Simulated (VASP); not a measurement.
A run of VASP 6.6.1 is set up as follows.

The input INCAR:

```
ALGO = Normal
EDIFF = 1E-6
ENCUT = 750
GGA = PE
GGA_COMPAT = F
ISIF = 2
ISMEAR = 0
LASPH = T
LCHARG = F
LREAL = F
LWAVE = F
NBANDS = 12
NELM = 120
PREC = Accurate
SIGMA = 0.05
```

File KPOINTS:

```
k-points
0
Gamma
  10 10 10
```

The input POSCAR:

```
LiBr
1.0
    0.0000000000      2.7182372416      2.7182372416
    2.7182372416      0.0000000000      2.7182372416
    2.7182372416      2.7182372416      0.0000000000
Li Br
1 1
Direct
    0.0000000000      0.0000000000      0.0000000000
    0.5000000000      0.5000000000      0.5000000000
```

Potentials or basis: VASP PAW PBE potentials, release 64 (Li_sv, Br).

Launch:

```sh
$ cat potpaw_PBE.64/Li_sv/POTCAR potpaw_PBE.64/Br/POTCAR > POTCAR
$ mpirun -np 1 vasp_std > vasp.out
```

(1) What does it give for the band gap on the k mesh?

(2) What does it give for the pressure?

Answers

(1) 5.10 eV.

(2) 1.1 GPa.
